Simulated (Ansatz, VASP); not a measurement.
## Two plane-wave programs on Ge

```
Ge
1.0
     2.84848    0.00000    0.00000
    -1.42424    2.46686    0.00000
     0.00000    0.00000    2.80587
Ge
1
Direct
  0.00000 0.00000 0.00000
```

Alike in both runs: task relaxation of cell and atoms; functional PBE; k mesh 9 × 9 × 6; occupations gaussian, width 0.1 eV; no spin polarisation.

|  | VASP | Ansatz |
| --- | --- | --- |
| version | VASP 6.6.1 | Ansatz 0.2.0 |
| potentials or method | VASP PAW PBE potentials, release 64 (Ge_d), cutoff 600 eV | scalar-relativistic, plane waves, PAW |
| valence electrons in the cell | 14 | 14 |

```tsv
	VASP	Ansatz	Ansatz less VASP
gap on the k mesh at the Fermi level, each at its own relaxed structure (eV)	none	none	-
relaxed volume (Å³/atom)	19.05	19.07	+0.015
relaxed length of the cell vector where the two differ most in proportion (Å)	2.867	2.869	+0.0016
```

A gap of «none» marks a metal or a gap that the smearing closes.

The k mesh is coarse, so the values compare programs but aren't converged.
